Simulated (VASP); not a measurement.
# SnSe (Fmmm) in VASP: single point with r2SCAN

Aim: the single point of SnSe with r2SCAN.

Everything below comes from runs of VASP 6.6.1. Logs are shortened: lines on timing, memory, paths and dates and some standing lists are left out, and cuts for length are marked.

### 1 The cell of the first run

Symmetry: Fmmm, No. 69, orthorhombic system. The conventional cell has a = 5.960 Å, b = 6.020 Å, c = 6.080 Å, α = 90.00°, β = 90.00°, γ = 90.00°. Within 3.9 Å of Sn (site symmetry mmm) lie 6 Se at 2.98 to 3.04 Å. Within 3.9 Å of Se (site symmetry mmm) lie 6 Sn at 2.98 to 3.04 Å.

### 2 Single point, r2SCAN (strain +0.0100 x Voigt [1, -1, 0, 0, 0, 0])

POSCAR reads:

```
SnSe
1.0
    0.0000000000      2.9799000000      3.0100000000
    3.0401000000      0.0000000000      3.0100000000
    3.0401000000      2.9799000000      0.0000000000
Sn Se
1 1
Direct
    0.0000000000      0.0000000000      0.0000000000
    0.5000000000      0.5000000000      0.5000000000
```

INCAR.step1 reads:

```
PREC     = Accurate       # precision mode
ENCUT    = 520            # plane-wave cutoff, eV
ISMEAR   = 0              # smearing method
SIGMA    = 0.05           # smearing width, eV
LREAL    = F              # projectors in reciprocal space
LASPH    = T              # aspherical terms in the spheres
NELM     = 100            # most SCF steps
NBANDS   = 17             # bands
GGA      = PE             # functional
ALGO     = Normal         # electronic algorithm
EDIFF    = 1E-4           # SCF threshold, eV
LWAVE    = T              # write WAVECAR
LCHARG   = F              # write CHGCAR
```

INCAR.step2 reads:

```
PREC     = Accurate       # precision mode
ENCUT    = 520            # plane-wave cutoff, eV
EDIFF    = 1E-6           # SCF threshold, eV
ISMEAR   = 0              # smearing method
SIGMA    = 0.05           # smearing width, eV
LREAL    = F              # projectors in reciprocal space
LASPH    = T              # aspherical terms in the spheres
NELM     = 100            # most SCF steps
ALGO     = Normal         # electronic algorithm
ISIF     = 2              # what is computed and relaxed
LWAVE    = F              # write WAVECAR
LCHARG   = F              # write CHGCAR
METAGGA  = R2SCAN         # meta-GGA
LMIXTAU  = T            
NBANDS   = 17             # bands
ISTART   = 1
```

KPOINTS reads:

```
regular mesh
0
Gamma
  10 10 10
```

Potentials or basis: VASP PAW PBE potentials, release 64 (Sn_d, Se).

Started as:

```sh
$ cat potpaw_PBE.64/Sn_d/POTCAR potpaw_PBE.64/Se/POTCAR > POTCAR
$ cp INCAR.step1 INCAR
$ mpirun -np 1 vasp_std > vasp.out
$ cp INCAR.step2 INCAR
$ mpirun -np 1 vasp_std > vasp.out
```

OUTCAR:

```text
PREC = Accurate
   ENCUT = 520
   EDIFF = 1E-6
   ISMEAR = 0
   LREAL = F
   LASPH = T
   NELM = 100
   ISIF = 2
   METAGGA = R2SCAN
   ISTART = 1

 ion  position               nearest neighbor table
   1  0.000  0.000  0.000-   2 2.98   2 2.98   2 3.01   2 3.01   2 3.04   2 3.04
   2  0.500  0.500  0.500-   1 2.98   1 2.98   1 3.01   1 3.01   1 3.04   1 3.04

  LATTYP: Found a face centered orthorhombic cell.
 ALAT       =     5.9598000000
 B/A-ratio  =     1.0101010101
 C/A-ratio  =     1.0202020202

  Lattice vectors:

 A1 = (  -3.0401000000,   0.0000000000,  -3.0100000000)
 A2 = (  -3.0401000000,   2.9799000000,   0.0000000000)
 A3 = (   0.0000000000,   2.9799000000,  -3.0100000000)

Analysis of symmetry for initial positions (statically):
=====================================================================
 Subroutine PRICEL returns:
 Original cell was already a primitive cell.

 Routine SETGRP: Setting up the symmetry group for a
 face centered orthorhombic supercell.

 Subroutine GETGRP returns: Found  8 space group operations
 (whereof  8 operations were pure point group operations)
 out of a pool of  8 trial point group operations.

The static configuration has the point symmetry D_2h.

Analysis of symmetry for dynamics (positions and initial velocities):
=====================================================================
 Subroutine PRICEL returns:
 Original cell was already a primitive cell.

 Routine SETGRP: Setting up the symmetry group for a
 face centered orthorhombic supercell.

 Subroutine GETGRP returns: Found  8 space group operations
 (whereof  8 operations were pure point group operations)
 out of a pool of  8 trial point group operations.

The dynamic configuration has the point symmetry D_2h.

 Subroutine INISYM returns: Found  8 space group operations
 (whereof  8 operations are pure point group operations),
 and found     1 'primitive' translations

----------------------------------------------------------------------------------------

                                     Primitive cell

  volume of cell :      54.5363

  direct lattice vectors                    reciprocal lattice vectors
     0.000000000  2.979900000  3.010000000    -0.164468274  0.167790865  0.166112957
     3.040100000  0.000000000  3.010000000     0.164468274 -0.167790865  0.166112957
[... 81 lines left out ...]
   LSORBIT =      F    spin-orbit coupling
   LASPH  =      T    aspherical Exc in radial PAW
   ENCUT  =  520.0 eV  38.22 Ry    6.18 a.u.   7.88  7.95  7.92*2*pi/ulx,y,z
   NELM   =    100;   NELMIN=  2; NELMDL=  0     # of ELM steps
   EDIFF  = 0.1E-05   stopping-criterion for ELM
   LREAL  =      F    real-space projection
   EDIFFG = 0.1E-04   stopping-criterion for IOM
   NSW    =      0    number of steps for IOM
   IBRION =     -1    ionic relax: 0-MD 1-quasi-New 2-CG
   NFREE  =      0    steps in history (QN), initial steepest desc. (CG)
   ISIF   =      2    stress and relaxation
   ISYM   =      2    0-nonsym 1-usesym 2-fastsym
   POTIM  = 0.5000    time-step for ionic-motion
   TEBEG  =    0.0;   TEEND  =   0.0 temperature during run
   PSTRESS=    0.0 pullay stress
   NELECT =      20.0000    total number of electrons
   NUPDOWN=      -1.0000    fix difference up-down
   EMIN   =  10.00;   EMAX   =-10.00  energy-range for DOS
   EFERMI =   0.00;   METHOD = LEGACY
   ISMEAR =     0;   SIGMA  =   0.05  broadening in eV -4-tet -1-fermi 0-gaus
   EFERMI_NEDOS =   21; number of points for ismear=-14 and -15
   IALGO  =     38    algorithm
   IMIX   =      4    mixing-type and parameters
     AMIX     =   0.40;   BMIX     =  1.00
     AMIX_MAG =   1.60;   BMIX_MAG =  1.00
  volume/ion in A,a.u.               =      27.27       184.01
  Fermi-wavevector in a.u.,A,eV,Ry     =   1.171807  2.214394 18.682595  1.373132
  Thomas-Fermi vector in A             =   2.308245
   LORBIT       =      0    0 simple, 1 ext, 2 COOP (PROOUT), +10 PAW based schemes
   METAGGA = R2SCAN    functional components
   LHFCALC =     F    Hartree Fock is set to
   AEXX    =    0.0000 exact exchange contribution
   IVDW    =     0    specifies the selected vdW correction
   LEPSILON=     F    determine dielectric tensor
   LRPA    =     F    only Hartree local field effects (RPA)
 non-spin polarized calculation
 Gauss-broadening in eV      SIGMA  =   0.05
  energy-cutoff  :      520.00
  volume of cell :       54.54
 maximum number of plane-waves:      1482
   NGX = 15   NGY = 15   NGZ = 15

 number of electron      20.0000004 magnetization

 Free energy of the ion-electron system (eV)
  ---------------------------------------------------
  ext. energy  EPLUGINS =         0.00000000
  ---------------------------------------------------
  free energy    TOTEN  =       -39.87048267 eV

  energy without entropy =      -39.87048267  energy(sigma->0) =      -39.87048267

 E-fermi :   5.9447     XC(G=0): -10.1878

 val. band max:        5.7089735268   @ k =   0.5000   0.0000   0.0000
 cond. band min:       6.1732784407   @ k =   0.5000   0.0000   0.0000
 fundamental gap:      0.4643049138
 Fermi energy:         5.9446934150

 k-point     1 :       0.0000    0.0000    0.0000
  band No.  band energies     occupation
      1     -16.8412      2.00000
      2     -16.8382      2.00000
      3     -16.8350      2.00000
      4     -16.8334      2.00000
      5     -16.8319      2.00000
      6      -9.0125      2.00000
[... 457 lines left out ...]
      4     -16.8253      2.00000
      5     -16.8167      2.00000
      6      -8.0344      2.00000
[... 9 lines left out ...]
     16      16.8222      0.00000
     17      17.4406      0.00000

 [... further k-points ...]

------------------------ aborting loop because EDIFF is reached ----------------------------------------

  FORCE on cell =-STRESS in cart. coord.  units (eV):
  Direction    XX          YY          ZZ          XY          YZ          ZX
  --------------------------------------------------------------------------------------
  -------------------------------------------------------------------------------------
  Total       -0.4054076      0.4334733     -0.0113405      0.0000000      0.0000000      0.0000000
  in kB      -11.9101264     12.7346468     -0.3331624      0.0000000      0.0000000      0.0000000
  external PRESSURE =       0.1637860 kB  Pullay stress =       0.0000000 kB

 VOLUME and BASIS-vectors are now :
 -----------------------------------------------------------------------------
  energy-cutoff  :      520.00
  volume of cell :       54.54
      direct lattice vectors                 reciprocal lattice vectors
     0.000000000  2.979900000  3.010000000    -0.164468274  0.167790865  0.166112957
     3.040100000  0.000000000  3.010000000     0.164468274 -0.167790865  0.166112957
     3.040100000  2.979900000  0.000000000     0.164468274  0.167790865 -0.166112957

 POSITION                                       TOTAL-FORCE (eV/Angst)
 -----------------------------------------------------------------------------------
      0.00000      0.00000      0.00000         0.000000      0.000000     -0.000000
      3.04010      2.97990      3.01000         0.000000     -0.000000      0.000000
 -----------------------------------------------------------------------------------
    total drift:                                0.000000     -0.000000     -0.000000

  FREE ENERGIE OF THE ION-ELECTRON SYSTEM (eV)
  ---------------------------------------------------
  free  energy   TOTEN  =       -39.8704826687 eV

  energy  without entropy=      -39.8704826687  energy(sigma->0) =      -39.87048267
```

OSZICAR.step1:

```text
N       E                     dE             d eps       ncg     rms          rms(c)
DAV:   1     0.131380383521E+03    0.13138E+03   -0.98300E+03  5885   0.143E+03
DAV:   2     0.425823126810E+01   -0.12712E+03   -0.12307E+03  6250   0.342E+02
DAV:   3    -0.807107317198E+01   -0.12329E+02   -0.12227E+02  7079   0.929E+01
DAV:   4    -0.838608031955E+01   -0.31501E+00   -0.31476E+00  7117   0.157E+01
DAV:   5    -0.839490817470E+01   -0.88279E-02   -0.88273E-02  8450   0.259E+00    0.307E+00
DAV:   6    -0.820798121628E+01    0.18693E+00   -0.45807E-01  8411   0.388E+00    0.182E+00
DAV:   7    -0.820684710639E+01    0.11341E-02   -0.84543E-02  6822   0.129E+00    0.910E-01
DAV:   8    -0.820914139880E+01   -0.22943E-02   -0.92444E-03  7132   0.851E-01    0.125E-01
DAV:   9    -0.820890234586E+01    0.23905E-03   -0.15206E-03  7959   0.317E-01    0.532E-02
DAV:  10    -0.820897928239E+01   -0.76937E-04   -0.18785E-04  6805   0.780E-02
   1 F= -.82089793E+01 E0= -.82089793E+01  d E =-.233308E-13
```

Run time: 2.8 min. Hardware: 1 thread of Intel Xeon 6975P-C (Granite Rapids), shared host; peak memory 0.3 GiB.

Results:

```
Free energy            : -39.8705 eV
Pressure               : 0.0 GPa
Band gap on the k mesh : 0.46 eV
```

Levels at points of the mesh, in eV from the valence-band top:
| k point | band 6 | band 7 | band 8 | band 9 | band 10 | band 11 | band 12 | band 13 | band 14 | band 15 |
| --- | --- | --- | --- | --- | --- | --- | --- | --- | --- | --- |
| (0.00, 0.00, 0.00) | -14.72 | -5.25 | -2.74 | -2.63 | -2.54 | 4.12 | 4.36 | 4.61 | 5.97 | 6.04 |
| (0.50, 0.00, 0.00) | -13.75 | -8.57 | -2.38 | -2.35 | 0.00 | 0.46 | 1.09 | 1.18 | 8.57 | 10.36 |
| (0.50, 0.50, 0.00) | -13.45 | -6.35 | -5.95 | -4.22 | -3.98 | 3.12 | 5.21 | 5.73 | 6.16 | 10.58 |
| (0.50, 0.00, 0.50) | -13.41 | -6.40 | -5.97 | -4.18 | -4.06 | 3.08 | 5.28 | 5.54 | 6.31 | 10.61 |
| (0.00, 0.50, 0.50) | -13.49 | -6.31 | -5.92 | -4.14 | -4.02 | 3.15 | 5.39 | 5.65 | 6.01 | 10.61 |

Caveat: the cell differs from its parent crystal (strain +0.0100 x Voigt [1, -1, 0, 0, 0, 0]); semilocal functionals underestimate gaps, and a narrow one can read as zero; the PAW data sets were made with another functional, which shifts forces and pressure a little; spin-orbit coupling is left out, which moves the levels of the heavy elements.
